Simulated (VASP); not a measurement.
Wanted: the native input for a VASP 6.6.1 run.

| Property | Result |
| --- | --- |
| Task | single point |
| Functional | PBE |
| Dispersion | D3(BJ) |
| Potentials or basis | VASP PAW PBE potentials, release 64 (Be, C) |
| Cutoff | 600 eV |
| k mesh | 10 × 10 × 10 |
| Occupations | gaussian, width 0.05 eV |
| Spin | no spin polarisation |
| Dipole correction | no |
| Further INCAR settings | ALGO = Normal; EDIFF = 1e-06; NBANDS = 11 |

The structure of Be2C lies in POSCAR:

```
Be2C
1.0
    0.0000000000      2.1226732323      2.1226732323
    2.1226732323      0.0000000000      2.1226732323
    2.1226732323      2.1226732323      0.0000000000
Be C
2 1
Direct
    0.2500000000      0.2500000000      0.2500000000
    0.7500000000      0.7500000000      0.7500000000
    0.0000000000      0.0000000000      0.0000000000
```

These files were run (other wordings do the same):

INCAR

```
ALGO = Normal
EDIFF = 1E-6
ENCUT = 600
GGA = PE
GGA_COMPAT = F
ISIF = 2
ISMEAR = 0
IVDW = 12
LASPH = T
LCHARG = T
LELF = T
LREAL = F
LVHAR = T
LWAVE = F
NBANDS = 11
NELM = 120
PREC = Accurate
SIGMA = 0.05
```

KPOINTS

```
k-points
0
Gamma
  10 10 10
```

Potentials or basis: VASP PAW PBE potentials, release 64 (Be, C).

Run with:

```bash
$ cat potpaw_PBE.64/Be/POTCAR potpaw_PBE.64/C/POTCAR > POTCAR
$ mpirun -np 1 vasp_std > vasp.out
```

Results of the run:

- Pressure: 4.8 GPa
- Band gap on the k mesh: 1.18 eV (least direct gap 4.24 eV)
- Dispersion energy per atom: -0.331 eV

Caveat: the cell stands under pressure.

Run time: 8.8 s on 1 thread of Intel Xeon 8259CL, on a shared host, peak memory 0.15 GiB.
